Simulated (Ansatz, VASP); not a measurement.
# Two plane-wave programs on BiPt

INCAR

```
PREC = Accurate
ENCUT = 520
EDIFF = 1E-8
ISMEAR = -1
SIGMA = 0.05
LREAL = F
LASPH = T
NELM = 60
ALGO = Normal
ISIF = 2
LWAVE = F
LCHARG = F
GGA = CA
LEFG = T
NBANDS = 33
```

Contents of KPOINTS:

```
regular mesh
0
Gamma
  9 9 6
```

File POSCAR:

```
BiPt
1.0
    4.2566822037      0.0000000000      0.0000000000
   -2.1283411019      3.6863949243      0.0000000000
    0.0000000000      0.0000000000      5.4158017152
Bi Pt
2 2
Direct
    0.3333333333      0.6666666667      0.2500000000
    0.6666666667      0.3333333333      0.7500000000
    0.0000000000      0.0000000000      0.0000000000
    0.0000000000      0.0000000000      0.5000000000
```

Input for Ansatz:

```yaml
crystal:
  lattice:
    - [4.2566822037, 0.0, 0.0]
    - [-2.1283411019, 3.6863949243, 0.0]
    - [0.0, 0.0, 5.4158017152]
  atoms:
    - { symbol: Bi, position: [0.3333333333, 0.6666666667, 0.25] }
    - { symbol: Bi, position: [0.6666666667, 0.3333333333, 0.75] }
    - { symbol: Pt, position: [0.0, 0.0, 0.0] }
    - { symbol: Pt, position: [0.0, 0.0, 0.5] }
kpoints:
  mp_grid: { grid: [9, 9, 6] }
scf:
  occupations: { method: fermi_dirac, width: 0.05 }
hamiltonian:
  xc: lda
  pseudopotentials: { kind: paw }
output:
  forces: true
  stress: true
  eigenvalues: true
  efg: { contact_densities: true }
```

Change from the starting cell: volume scaled by 0.96, PAW files.

Alike in both runs: task electric field gradients; functional LDA; k mesh 9 × 9 × 6; occupations fermi-dirac, width 0.05 eV; no spin polarisation.

```csv
,VASP,Ansatz
version,VASP 6.6.1,Ansatz 0.2.0
potentials or method,"VASP PAW LDA potentials, release 64 (Bi_d, Pt)","PAW with Ansatz's default frozen-core files, scalar-relativistic"
plane-wave cutoff (eV),520,420
valence electrons in the cell,50,66
```

|  | VASP | Ansatz | Ansatz less VASP |
| --- | --- | --- | --- |
| pressure (GPa) | 6.1 | 5.7 | -0.42 |
| traceless stress, the component that is largest in VASP (GPa) | -0.32 | -0.43 | -0.109 |
| size of Vzz on the site where it differs most (V/Å²) | 180.9 | 118.8 | -62.08 |

LDA's correlation is that of Perdew and Zunger in VASP and of Perdew and Wang (1992) in Ansatz. VASP's potentials hold 50 valence electrons a cell and Ansatz's 66, so a difference there can come from the potentials and not from the codes.

Spin-orbit coupling is off throughout.
